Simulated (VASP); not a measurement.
# Li: relaxation of cell and atoms with r2SCAN

Crystal: Li.

```xyz
1
Lattice="-1.7158 1.7158 1.7158 1.7158 -1.7158 1.7158 1.7158 1.7158 -1.7158" Properties=species:S:1:pos:R:3 pbc="T T T"
Li    0.0000    0.0000    0.0000
```

```
Program                : VASP 6.6.1
Task                   : relaxation of cell and atoms
Functional             : r2SCAN
Potentials or basis    : VASP PAW PBE potentials, release 64 (Li_sv)
Cutoff                 : 600 eV
k mesh                 : 16 × 16 × 16
Occupations            : gaussian, width 0.1 eV
Spin                   : no spin polarisation
Dipole correction      : no
Further INCAR settings : ALGO = Normal; EDIFF = 1e-07; IBRION = 2; EDIFFG = -0.005; NSW = 70; ISIF = 3
```

The relaxed volume is 20.56 Å³/atom and the relaxed cell is a = 2.989 Å, b = 2.989 Å, c = 2.989 Å, α = 109.47°, β = 109.47°, γ = 109.47°. The space group after relaxing (to 0.1 Å) is Im-3m (No. 229), the energy gained by relaxing is 0.7 meV/atom and the ionic steps are 4. The pressure after relaxing is 0.0 GPa and the band gap on the k mesh is zero (an odd number of electrons rules out a gap without spin polarisation).

Step by step:
```tsv
step	energy change (eV)	largest force (eV/Å)	pressure (GPa)	volume (Å³)
1	0.0000	0.0000	0.22	20.21
2	-0.0002	0.0000	0.15	20.29
3	-0.0005	0.0000	0.05	20.48
4	-0.0007	0.0000	0.02	20.56
```

Final structure:
```yaml
crystal:
  lattice:
    - [-1.72591, 1.72591, 1.72591]
    - [1.72591, -1.72591, 1.72591]
    - [1.72591, 1.72591, -1.72591]
  atoms:
    - { symbol: Li, position: [0.00000, 0.00000, 0.00000] }
```

Levels at points of the mesh, in eV from the Fermi level:
| k point | band 1 | band 2 | band 3 | band 4 | band 5 |
| --- | --- | --- | --- | --- | --- |
| (0.00, 0.00, 0.00) | -48.08 | -3.85 | 16.15 | 16.15 | 16.15 |
| (0.50, 0.00, 0.00) | -48.06 | 0.29 | 3.46 | 11.37 | 12.90 |
| (0.50, 0.50, 0.50) | -48.04 | 6.03 | 6.03 | 6.03 | 8.15 |

Wall time 3 min on 1 thread of Intel(R) Xeon(R) Platinum 8488C (Sapphire Rapids), on a shared host, peak memory 0.14 GiB.

Caveat: the cutoff is under 1.25 times the usual one of these potentials, so pressure, stress and relaxed cells hold a basis-set (Pulay) error; the PAW data sets were made with another functional, which shifts forces and pressure a little. Zero-point motion and thermal expansion aren't in these numbers.
